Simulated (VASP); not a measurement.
Runs of VASP 6.6.1 on SnO2. The structure is that of space group P4_2/mnm (No. 136), or close to it. The cells are those of the table. 

```csv
task,cell,k mesh,cutoff (eV),smearing,gap on the mesh (eV),pressure (GPa),largest force (eV/Å)
single point,"a = 4.706, b = 4.706, c = 3.203 Å, 6 atoms",6 × 6 × 8,520,gaussian 0.02 eV,1.30,(a),0.01
single point,"a = 4.788, b = 4.867, c = 3.241 Å, 6 atoms",4 × 4 × 6,520,gaussian 0.1 eV,0.79,0.0,0.07
relaxation of shape and atoms at fixed volume,"relaxed from a = 4.717, b = 4.718, c = 3.188 Å, 6 atoms",6 × 6 × 8,600,gaussian 0.02 eV,1.30,12.7,0.01
single point,"a = 4.827, b = 4.828, c = 3.238 Å, 6 atoms",6 × 6 × 8,600,gaussian 0.02 eV,0.67,0.4,0.02
relaxation of shape and atoms at fixed volume,"relaxed from a = 5.011, b = 5.012, c = 3.305 Å, 6 atoms",6 × 6 × 8,600,gaussian 0.02 eV,-,-11.7,-
relaxation of shape and atoms at fixed volume,"relaxed from a = 4.593, b = 4.594, c = 3.147 Å, 6 atoms",6 × 6 × 8,600,gaussian 0.02 eV,(b),30.5,-
relaxation of cell and atoms,"relaxed from a = 4.788, b = 4.867, c = 3.241 Å, 6 atoms",6 × 6 × 8,600,gaussian 0.02 eV,0.64,0.0,-
single point,"a = 4.827, b = 4.828, c = 3.238 Å, 6 atoms",6 × 6 × 8,520,gaussian 0.01 eV,0.67,0.6,0.02
```

Alike in all rows: level PBE; potentials or basis VASP PAW PBE potentials, release 64 (Sn_d, O); no spin polarisation.

Problem. Fill in the values left out.

Solution. (a) 13.0; (b) 2.07.

Caveats: spin-orbit coupling is left out, which moves the levels of the heavy elements.

A k mesh can miss the band edges, and the runs leave out spin-orbit coupling on Sn.
